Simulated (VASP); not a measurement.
The system is HfSi3W.

```xyz
5
Lattice="4.2116 0.0000 0.0000 -2.1058 3.6474 0.0000 0.0000 0.0000 6.6460" Properties=species:S:1:pos:R:3 pbc="T T T"
Hf    0.0000    2.4316    5.1815
Si    0.0000    0.0000    0.0299
Si    0.0000    2.4316    2.4253
Si    2.1058    1.2158    4.1594
W     2.1058    1.2158    1.4958
```

The cell was generated, and may not be a known phase.

```yaml
Program: VASP 6.6.1
Task: relaxation of cell and atoms
Functional: PBE
Potentials_or_basis: VASP PAW PBE potentials, release 64 (Hf_pv, Si, W_sv)
Cutoff: 500 eV
k_mesh: 5 × 5 × 3
Occupations: gaussian, width 0.2 eV
Spin: no spin polarisation
```

At the start: pressure -10.8 GPa; volume 20.42 Å³/atom.

Where does the relaxation end?

Over 15 steps the energy falls by 545.9 meV/atom and the volume is 17.04 Å³/atom (-16.6 %); space group P3m1 (No. 156, to 0.1 Å) before and after.

Step by step:
| step | energy change (eV) | largest force (eV/Å) | pressure (GPa) | volume (Å³) |
| --- | --- | --- | --- | --- |
| 1 | 0.0000 | 3.0314 | -10.81 | 102.09 |
| 2 | -1.1918 | 3.2574 | 11.01 | 83.03 |
| 3 | -1.2003 | 3.1432 | 9.08 | 84.05 |
| 4 | -2.0083 | 2.5290 | 10.14 | 81.80 |
| 5 | -2.0649 | 2.5276 | 11.41 | 81.13 |
| 6 | -2.4686 | 1.2610 | -4.09 | 88.70 |
| 7 | -2.4693 | 1.3110 | -3.50 | 88.33 |
| 8 | -2.6060 | 0.9364 | -2.29 | 87.16 |
| 9 | -2.7024 | 0.4424 | 0.31 | 85.36 |
| 10 | -2.7031 | 0.4771 | 0.63 | 85.18 |
| 11 | -2.7182 | 0.2610 | -0.35 | 85.62 |
| 12 | -2.7224 | 0.1398 | -1.18 | 86.01 |
| 13 | -2.7281 | 0.1327 | 0.54 | 84.91 |
| 14 | -2.7283 | 0.1342 | 0.27 | 85.08 |
| 15 | -2.7296 | 0.0375 | -0.02 | 85.18 |

Final structure:
```cif
data_structure
_symmetry_space_group_name_H-M 'P 1'
_symmetry_Int_Tables_number 1
_cell_length_a 3.7562
_cell_length_b 3.7562
_cell_length_c 6.9714
_cell_angle_alpha 90.000
_cell_angle_beta 90.000
_cell_angle_gamma 120.000
_cell_volume 85.18
loop_
_atom_site_label
_atom_site_type_symbol
_atom_site_fract_x
_atom_site_fract_y
_atom_site_fract_z
_atom_site_occupancy
Hf1 Hf 0.33333 0.66667 0.81025 1
Si1 Si 0.00000 0.00000 0.02546 1
Si2 Si 0.33333 0.66667 0.40393 1
Si3 Si 0.66667 0.33333 0.56821 1
W1 W 0.66667 0.33333 0.19215 1
```

Caveat: the volume moved by over 15 % at a fixed basis, so the end points are rough; the relaxation stopped at a loose force limit of 0.08 eV/Å, so its end isn't a converged minimum.
